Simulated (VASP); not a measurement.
# Ca (I4/mmm) in VASP: a series of runs

Runs on Ca. Level: PBEsol. Tasks: single point.

Program: VASP 6.6.1. These are calculated values, not measurements. Logs are shortened: lines on timing, memory, paths and dates and some standing lists are left out, and cuts for length are marked.

### 1 The cell of the first run

Symmetry: I4/mmm, No. 139, tetragonal system. Conventional cell: a = 4.408 Å, b = 4.408 Å, c = 4.628 Å, α = 90.00°, β = 90.00°, γ = 90.00°. Within 5.1 Å of Ca (site symmetry 4/mmm) lie 14 Ca at 3.88 to 4.63 Å.

### 2 Single point, PBEsol

The input, INCAR:

```
PREC = Accurate
ENCUT = 520
EDIFF = 1E-7
ISMEAR = 0
SIGMA = 0.15
LREAL = False
LASPH = True
NELM = 80
ALGO = Fast
ISIF = 2
LWAVE = False
LCHARG = True
GGA = PS
LELF = True
LVHAR = True
NBANDS = 11
```

The input, KPOINTS:

```
regular mesh
0
Gamma
  16 16 16
```

The input, POSCAR:

```
Ca
1.0
   -2.2038646488      2.2038646488      2.3140578813
    2.2038646488     -2.2038646488      2.3140578813
    2.2038646488      2.2038646488     -2.3140578813
Ca
1
Direct
    0.0000000000      0.0000000000      0.0000000000
```

Potentials or basis: VASP PAW PBE potentials, release 64 (Ca_sv).

Command:

```console
cat potpaw_PBE.64/Ca_sv/POTCAR > POTCAR
mpirun -np 1 vasp_std > vasp.out
```

OUTCAR:

```text
PREC = Accurate
   ENCUT = 520
   EDIFF = 1E-7
   ISMEAR = 0
   LREAL = False
   LASPH = True
   NELM = 80
   ISIF = 2
   GGA = PS

 ion  position               nearest neighbor table
   1  0.000  0.000  0.000-

  LATTYP: Found a body centered tetragonal cell.
 ALAT       =     4.4077292976
 C/A-ratio  =     1.0500000000

  Lattice vectors:

 A1 = (  -2.2038646488,   2.2038646488,   2.3140578813)
 A2 = (   2.2038646488,  -2.2038646488,   2.3140578813)
 A3 = (   2.2038646488,   2.2038646488,  -2.3140578813)

Analysis of symmetry for initial positions (statically):
=====================================================================
 Subroutine PRICEL returns:
 Original cell was already a primitive cell.

 Routine SETGRP: Setting up the symmetry group for a
 body centered tetragonal supercell.

 Subroutine GETGRP returns: Found 16 space group operations
 (whereof 16 operations were pure point group operations)
 out of a pool of 16 trial point group operations.

The static configuration has the point symmetry D_4h.

Analysis of symmetry for dynamics (positions and initial velocities):
=====================================================================
 Subroutine PRICEL returns:
 Original cell was already a primitive cell.

 Routine SETGRP: Setting up the symmetry group for a
 body centered tetragonal supercell.

 Subroutine GETGRP returns: Found 16 space group operations
 (whereof 16 operations were pure point group operations)
 out of a pool of 16 trial point group operations.

The dynamic configuration has the point symmetry D_4h.

 Subroutine INISYM returns: Found 16 space group operations
 (whereof 16 operations are pure point group operations),
 and found     1 'primitive' translations

----------------------------------------------------------------------------------------

                                     Primitive cell

  volume of cell :      44.9577

  direct lattice vectors                    reciprocal lattice vectors
    -2.203864649  2.203864649  2.314057881     0.000000000  0.226874187  0.216070654
     2.203864649 -2.203864649  2.314057881     0.226874187  0.000000000  0.216070654
     2.203864649  2.203864649 -2.314057881     0.226874187  0.226874187  0.000000000

  length of vectors
     3.881868449  3.881868449  3.881868449     0.313302448  0.313302448  0.320848552

  position of ions in fractional coordinates (direct lattice)
     0.000000000  0.000000000  0.000000000

  ion indices of the primitive-cell ions
   primitive index   ion index
                 1           1

----------------------------------------------------------------------------------------

 KPOINTS: regular mesh

Automatic generation of k-mesh.
 Grid dimensions read from file:
 generate k-points for:   16   16   16

 Generating k-lattice:

  Cartesian coordinates                     Fractional coordinates (reciprocal lattice)
     0.000000000  0.014179637  0.013504416     0.062500000  0.000000000  0.000000000
     0.014179637  0.000000000  0.013504416     0.000000000  0.062500000  0.000000000
     0.014179637  0.014179637  0.000000000     0.000000000  0.000000000  0.062500000

  Length of vectors
     0.019581403  0.019581403  0.020053034

  Shift w.r.t. Gamma in fractional coordinates (k-lattice)
     0.000000000  0.000000000  0.000000000

 Subroutine IBZKPT returns following result:
 ===========================================

 Found    349 irreducible k-points:

 Following reciprocal coordinates:
            Coordinates               Weight
  0.000000  0.000000  0.000000      1.000000
  0.062500 -0.000000  0.000000      8.000000
  0.125000 -0.000000  0.000000      8.000000
  0.187500 -0.000000  0.000000      8.000000
  0.250000 -0.000000  0.000000      8.000000
  0.312500 -0.000000  0.000000      8.000000
[... 16 lines left out ...]
 -0.125000  0.062500 -0.000000     16.000000
 -0.062500  0.062500  0.000000      4.000000
 [... further k-points ...]
   k-points           NKPTS =    349   k-points in BZ     NKDIM =    349   number of bands    NBANDS=     11
   number of dos      NEDOS =    301   number of ions     NIONS =      1
   total plane-waves  NPLWV =  27000
   dimension x,y,z NGX =    30 NGY =   30 NGZ =   30
   dimension x,y,z NGXF=    60 NGYF=   60 NGZF=   60
   ions per type =               1
   NGX,Y,Z   is equivalent  to a cutoff of  12.85, 12.85, 12.85 a.u.
   NGXF,Y,Z  is equivalent  to a cutoff of  25.70, 25.70, 25.70 a.u.
 SYSTEM =  unknown system
   PREC   = accura    normal or accurate (medium, high low for compatibility)
   ISTART =      0    job   : 0-new  1-cont  2-samecut
   ICHARG =      2    charge: 1-file 2-atom 10-const
   ISPIN  =      1    spin polarized calculation?
   LNONCOLLINEAR =      F non collinear calculations
   LSORBIT =      F    spin-orbit coupling
   LASPH  =      T    aspherical Exc in radial PAW
   ENCUT  =  520.0 eV  38.22 Ry    6.18 a.u.   7.22  7.22  7.22*2*pi/ulx,y,z
[... 30 lines left out ...]
   LEPSILON=     F    determine dielectric tensor
   LRPA    =     F    only Hartree local field effects (RPA)
 non-spin polarized calculation
 RMM-DIIS sequential band-by-band and
 Gauss-broadening in eV      SIGMA  =   0.15
  energy-cutoff  :      520.00
  volume of cell :       44.96
 maximum number of plane-waves:      1232
 NGX is ok and might be reduce to    30

 number of electron      10.0000000 magnetization

 number of electron       9.9999999 magnetization

 Free energy of the ion-electron system (eV)
  ---------------------------------------------------
  ext. energy  EPLUGINS =         0.00000000
  ---------------------------------------------------
  free energy    TOTEN  =        -2.10464948 eV

  energy without entropy =       -2.08718735  energy(sigma->0) =       -2.09591841

 E-fermi :   1.6977     XC(G=0):  -7.6122

 val. band max:        1.6968207593   @ k =  -0.1875   0.5000   0.1250
 cond. band min:       1.7076320195   @ k =   0.5000   0.5000   0.2500
 fundamental gap:      0.0108112603
 Fermi energy:         1.6977011095

 k-point     1 :       0.0000    0.0000    0.0000
  band No.  band energies     occupation
      1     -40.3446      2.00000
      2     -21.3431      2.00000
      3     -21.3431      2.00000
      4     -21.3379      2.00000
      5      -2.2648      2.00000
      6       3.8271      0.00000
      7       3.8271      0.00000
      8       4.0261      0.00000
      9       4.7532      0.00000
     10       4.9994      0.00000
     11      11.3056      0.00000

 k-point     2 :       0.0625   -0.0000    0.0000
  band No.  band energies     occupation
      1     -40.3442      2.00000
      2     -21.3461      2.00000
      3     -21.3445      2.00000
      4     -21.3392      2.00000
      5      -2.1985      2.00000
      6       3.8045      0.00000
      7       3.8271      0.00000
      8       4.0365      0.00000
      9       4.7176      0.00000
     10       4.9838      0.00000
     11      11.2905      0.00000

 k-point     3 :       0.1250   -0.0000    0.0000
  band No.  band energies     occupation
      1     -40.3430      2.00000
      2     -21.3578      2.00000
      3     -21.3485      2.00000
      4     -21.3398      2.00000
      5      -2.0020      2.00000
      6       3.7078      0.00000
      7       3.7629      0.00000
      8       4.1395      0.00000
      9       4.6420      0.00000
     10       4.9599      0.00000
     11      10.9174      0.00000

 k-point     4 :       0.1875   -0.0000    0.0000
  band No.  band energies     occupation
      1     -40.3412      2.00000
      2     -21.3761      2.00000
      3     -21.3544      2.00000
      4     -21.3399      2.00000
      5      -1.6823      2.00000
      6       3.4872      0.00000
      7       3.6266      0.00000
      8       4.3599      0.00000
      9       4.6059      0.00000
     10       4.9514      0.00000
     11       9.9998      0.00000
[... 239 lines left out ...]
 k-point    22 :      -0.1875    0.0625   -0.0000
  band No.  band energies     occupation
      1     -40.3418      2.00000
      2     -21.3699      2.00000
      3     -21.3503      2.00000
      4     -21.3416      2.00000
      5      -1.7994      2.00000
      6       3.5664      0.00000
      7       3.6995      0.00000
      8       4.2437      0.00000
      9       4.6347      0.00000
     10       4.9410      0.00000
     11      10.4953      0.00000

 k-point    23 :      -0.1250    0.0625   -0.0000
  band No.  band energies     occupation
      1     -40.3434      2.00000
      2     -21.3552      2.00000
      3     -21.3451      2.00000
      4     -21.3410      2.00000
      5      -2.0606      2.00000
      6       3.7122      0.00000
      7       3.8472      0.00000
      8       4.0508      0.00000
      9       4.7189      0.00000
     10       4.9235      0.00000
     11      11.2546      0.00000

 k-point    24 :      -0.0625    0.0625    0.0000
  band No.  band energies     occupation
      1     -40.3442      2.00000
      2     -21.3474      2.00000
      3     -21.3432      2.00000
      4     -21.3394      2.00000
      5      -2.1953      2.00000
      6       3.7800      0.00000
      7       3.8772      0.00000
      8       3.9981      0.00000
      9       4.7596      0.00000
     10       4.9505      0.00000
     11      11.3992      0.00000

 [... further k-points ...]
[... 5 lines left out ...]
  --------------------------------------------------------------------------------------
  -------------------------------------------------------------------------------------
  Total       -0.4452688     -0.4452688     -0.4143836      0.0000000     -0.0000000      0.0000000
  in kB      -15.8682399    -15.8682399    -14.7675737      0.0000000     -0.0000000      0.0000000
  external PRESSURE =     -15.5013511 kB  Pullay stress =       0.0000000 kB

 VOLUME and BASIS-vectors are now :
 -----------------------------------------------------------------------------
  energy-cutoff  :      520.00
  volume of cell :       44.96
      direct lattice vectors                 reciprocal lattice vectors
    -2.203864649  2.203864649  2.314057881     0.000000000  0.226874187  0.216070654
     2.203864649 -2.203864649  2.314057881     0.226874187  0.000000000  0.216070654
     2.203864649  2.203864649 -2.314057881     0.226874187  0.226874187  0.000000000

 POSITION                                       TOTAL-FORCE (eV/Angst)
 -----------------------------------------------------------------------------------
      0.00000      0.00000      0.00000         0.000000      0.000000     -0.000000
 -----------------------------------------------------------------------------------
    total drift:                               -0.000000     -0.000000      0.000000

  FREE ENERGIE OF THE ION-ELECTRON SYSTEM (eV)
  ---------------------------------------------------
  free  energy   TOTEN  =        -2.1046494805 eV

  energy  without entropy=       -2.0871873486  energy(sigma->0) =       -2.09591841
```

It took 4.7 min on 1 thread of Intel Xeon Platinum 8488C (Sapphire Rapids), shared host; peak memory 0.29 GiB.

Results:

- Free energy: -2.1046 eV
- Pressure: -1.6 GPa
- Band gap on the k mesh: zero (band 5 reaches 2.00 eV, above the bottom of band 6 at 1.58 eV)

Levels at points of the mesh, in eV from the Fermi level:
```tsv
k point	band 3	band 4	band 5	band 6	band 7	band 8
(0.00, 0.00, 0.00)	-23.04	-23.04	-3.96	2.13	2.13	2.33
(0.50, 0.00, 0.00)	-23.08	-23.04	-0.92	-0.12	1.39	2.96
(0.50, 0.50, 0.00)	-23.08	-23.04	-0.81	0.03	1.13	3.23
(0.50, 0.50, 0.50)	-23.12	-23.12	0.06	0.16	3.17	3.89
```

Caveat: the PAW data sets were made with another functional, which shifts forces and pressure a little.

### 3 Single point, PBEsol

This run uses another cell than the first one, of the same volume but with other edges.

The input, INCAR:

```
  PREC = Accurate
  ENCUT = 520
  EDIFF = 1E-6
  ISMEAR = 0
  SIGMA = 0.15
  LREAL = F
  LASPH = T
  NELM = 100
  ALGO = Fast
  ISIF = 2
  LWAVE = F
  LCHARG = F
  GGA = PS
  NBANDS = 11
```

The input, KPOINTS:

```
Automatic mesh
0
Gamma
  16 16 16
```

The input, POSCAR:

```
Ca
1.0
   -2.5144415644      2.5144415644      1.7777101860
    2.5144415644     -2.5144415644      1.7777101860
    2.5144415644      2.5144415644     -1.7777101860
Ca
1
Direct
    0.0000000000      0.0000000000      0.0000000000
```

Potentials or basis: VASP PAW PBE potentials, release 64 (Ca_sv).

Command:

```console
cat potpaw_PBE.64/Ca_sv/POTCAR > POTCAR
mpirun -np 1 vasp_std > vasp.out
```

It took 2.1 min on 1 thread of Intel Xeon 6975P-C (Granite Rapids), shared host; peak memory 0.29 GiB.

It converged, with:

```
Free energy            : -1.9797 eV
Pressure               : -0.9 GPa
Band gap on the k mesh : zero (band 5 reaches 2.16 eV, above the bottom of band 6 at 1.03 eV)
```

Stress tensor (GPa, compression positive):
```
-3.01  0.00  0.00
 0.00 -3.01  0.00
 0.00  0.00  3.25
```

Levels at points of the mesh, in eV from the Fermi level:
```tsv
k point	band 3	band 4	band 5	band 6	band 7	band 8
(0.00, 0.00, 0.00)	-22.98	-22.96	-3.87	1.37	1.90	3.16
(0.50, 0.00, 0.00)	-23.00	-23.00	-0.44	0.66	0.91	3.07
(0.50, 0.50, 0.00)	-22.97	-22.97	-1.42	-0.58	1.93	2.87
(0.50, 0.50, 0.50)	-23.07	-22.99	-0.06	0.09	2.14	2.14
```

Caveat: the PAW data sets were made with another functional, which shifts forces and pressure a little.

### 4 Single point, PBEsol

The input, INCAR:

```
ALGO = Fast
EDIFF = 1E-6
ENCUT = 520
GGA = PS
ISIF = 2
ISMEAR = 0
LASPH = True
LCHARG = False
LREAL = False
LWAVE = False
NBANDS = 11
NELM = 60
PREC = Accurate
SIGMA = 0.15
```

The input, KPOINTS:

```
k-points
0
Gamma
  16 16 16
```

The input, POSCAR:

```
Ca
1.0
   -2.3646945100      2.3646945100      2.0099903335
    2.3646945100     -2.3646945100      2.0099903335
    2.3646945100      2.3646945100     -2.0099903335
Ca
1
Direct
    0.0000000000      0.0000000000      0.0000000000
```

Command:

```console
cat potpaw_PBE.64/Ca_sv/POTCAR > POTCAR
mpirun -np 1 vasp_std > vasp.out
```

It took 95 s on 1 thread of Intel Xeon 6975P-C (Granite Rapids), shared host; peak memory 0.29 GiB.

It converged, with:

```yaml
Free_energy: -2.0953 eV
Pressure: -1.5 GPa
Band_gap_on_the_k_mesh: zero (band 5 reaches 2.00 eV, above the bottom of band 6 at 1.32 eV)
```

Stress tensor (GPa, compression positive):
```
-1.88  0.00  0.00
 0.00 -1.88  0.00
 0.00  0.00 -0.79
```

Levels at points of the mesh, in eV from the Fermi level:
```tsv
k point	band 3	band 4	band 5	band 6	band 7	band 8
(0.00, 0.00, 0.00)	-23.02	-23.02	-3.95	1.76	2.53	2.53
(0.50, 0.00, 0.00)	-23.06	-23.04	-0.72	0.16	1.06	3.08
(0.50, 0.50, 0.00)	-23.06	-23.02	-1.14	-0.36	1.96	2.54
(0.50, 0.50, 0.50)	-23.11	-23.09	-0.01	0.20	2.87	2.87
```

Caveat: the PAW data sets were made with another functional, which shifts forces and pressure a little.

### 5 Single point, PBEsol

The input, INCAR:

```
PREC = Accurate
ENCUT = 520
EDIFF = 1E-7
ISMEAR = 0
SIGMA = 0.15
LREAL = F
LASPH = T
NELM = 100
ALGO = Fast
ISIF = 2
LWAVE = F
LCHARG = F
GGA = PS
NBANDS = 11
```

The input, KPOINTS:

```
regular mesh
0
Gamma
  16 16 16
```

The input, POSCAR:

```
Ca
1.0
   -2.1079207047      2.1079207047      2.5295048456
    2.1079207047     -2.1079207047      2.5295048456
    2.1079207047      2.1079207047     -2.5295048456
Ca
1
Direct
    0.0000000000      0.0000000000      0.0000000000
```

Command:

```console
cat potpaw_PBE.64/Ca_sv/POTCAR > POTCAR
mpirun -np 1 vasp_std > vasp.out
```

Run time: 2.1 min. Hardware: 1 thread of Intel Xeon 6975P-C (Granite Rapids), shared host; peak memory 0.29 GiB.

Results (log left out):

- Free energy: -2.1108 eV
- Pressure: -1.6 GPa
- Band gap on the k mesh: zero (band 5 reaches 1.94 eV, above the bottom of band 6 at 1.49 eV)

Stress tensor (GPa, compression positive):
```
-1.67  0.00  0.00
 0.00 -1.67  0.00
 0.00  0.00 -1.33
```

Levels at points of the mesh, in eV from the Fermi level:
| k point | band 2 | band 3 | band 4 | band 5 | band 6 | band 7 | band 8 | band 9 |
| --- | --- | --- | --- | --- | --- | --- | --- | --- |
| (0.00, 0.00, 0.00) | -23.01 | -23.01 | -23.01 | -3.93 | 2.09 | 2.09 | 2.70 | 2.75 |
| (0.50, 0.00, 0.00) | -23.12 | -23.04 | -23.01 | -0.96 | -0.18 | 1.70 | 2.59 | 3.63 |
| (0.50, 0.50, 0.00) | -23.12 | -23.05 | -23.03 | -0.61 | 0.38 | 0.80 | 3.64 | 3.74 |
| (0.50, 0.50, 0.50) | -23.11 | -23.08 | -23.08 | -0.11 | 0.35 | 2.00 | 3.86 | 4.02 |

Caveat: the PAW data sets were made with another functional, which shifts forces and pressure a little.

### 6 Single point, PBEsol

The input, INCAR:

```
SYSTEM = Ca
PREC = Accurate
ENCUT = 520
EDIFF = 1E-6
ISMEAR = 0
SIGMA = 0.15
LREAL = .FALSE.
LASPH = .TRUE.
NELM = 80
ALGO = Fast
ISIF = 2
LWAVE = .FALSE.
LCHARG = .FALSE.
GGA = PS
NBANDS = 11
```

The input, KPOINTS:

```
regular mesh
0
G
  16 16 16
  0 0 0
```

The input, POSCAR:

```
Ca
1.0
   -2.4334166995      2.4334166995      1.8980650256
    2.4334166995     -2.4334166995      1.8980650256
    2.4334166995      2.4334166995     -1.8980650256
Ca
1
Direct
    0.0000000000      0.0000000000      0.0000000000
```

Potentials or basis: VASP PAW PBE potentials, release 64 (Ca_sv).

Command:

```console
cat potpaw_PBE.64/Ca_sv/POTCAR > POTCAR
mpirun -np 1 vasp_std > vasp.out
```

Wall time 1.7 min (1 thread of Intel Xeon 6975P-C (Granite Rapids), shared host); peak memory 0.29 GiB.

Results (log left out):

| Property | Result |
| --- | --- |
| Free energy | -2.0633 eV |
| Pressure | -1.3 GPa |
| Band gap on the k mesh | zero (band 5 reaches 2.02 eV, above the bottom of band 6 at 1.18 eV) |

Stress tensor (GPa, compression positive):
```
-2.36  0.00  0.00
 0.00 -2.36  0.00
 0.00  0.00  0.70
```

Levels at points of the mesh, in eV from the Fermi level:
| k point | band 1 | band 2 | band 3 | band 4 | band 5 | band 6 | band 7 | band 8 | band 9 | band 10 |
| --- | --- | --- | --- | --- | --- | --- | --- | --- | --- | --- |
| (0.00, 0.00, 0.00) | -42.01 | -23.00 | -23.00 | -23.00 | -3.91 | 1.57 | 2.32 | 2.80 | 2.80 | 3.69 |
| (0.50, 0.00, 0.00) | -41.99 | -23.14 | -23.03 | -23.02 | -0.59 | 0.37 | 0.99 | 3.07 | 4.03 | 4.05 |
| (0.50, 0.50, 0.00) | -42.00 | -23.11 | -23.02 | -22.99 | -1.27 | -0.47 | 2.26 | 2.38 | 3.12 | 4.09 |
| (0.50, 0.50, 0.50) | -41.99 | -23.09 | -23.09 | -23.04 | -0.04 | 0.19 | 2.51 | 2.51 | 3.95 | 3.95 |

Caveat: the PAW data sets were made with another functional, which shifts forces and pressure a little.

### 7 Summary

| cell | further INCAR settings | gap on the mesh (eV) | pressure (GPa) |
| --- | --- | --- | --- |
| a = 3.882 Å, angles 110.8, 110.8, 106.8°, 1 atom | ALGO = Fast; EDIFF = 1e-07; NBANDS = 11 | none | -1.6 |
| a = 3.976 Å, angles 101.5, 101.5, 126.9°, 1 atom | ALGO = Fast; EDIFF = 1e-06; NBANDS = 11 | none | -0.9 |
| a = 3.902 Å, angles 105.4, 105.4, 118.0°, 1 atom | ALGO = Fast; EDIFF = 1e-06; NBANDS = 11 | none | -1.5 |
| a = 3.910 Å, angles 114.7, 114.7, 99.4°, 1 atom | ALGO = Fast; EDIFF = 1e-07; NBANDS = 11 | none | -1.6 |
| a = 3.930 Å, angles 103.5, 103.5, 122.2°, 1 atom | ALGO = Fast; EDIFF = 1e-06; NBANDS = 11 | none | -1.3 |

Alike in all rows: task single point; level PBEsol; potentials or basis VASP PAW PBE potentials, release 64 (Ca_sv); no spin polarisation; k mesh 16 × 16 × 16; cutoff (eV) 520; smearing gaussian 0.15 eV.

Caveats: the PAW data sets were made with another functional, which shifts forces and pressure a little.

Total energies depend on the potentials used, so only differences within one code and one set of settings carry meaning.
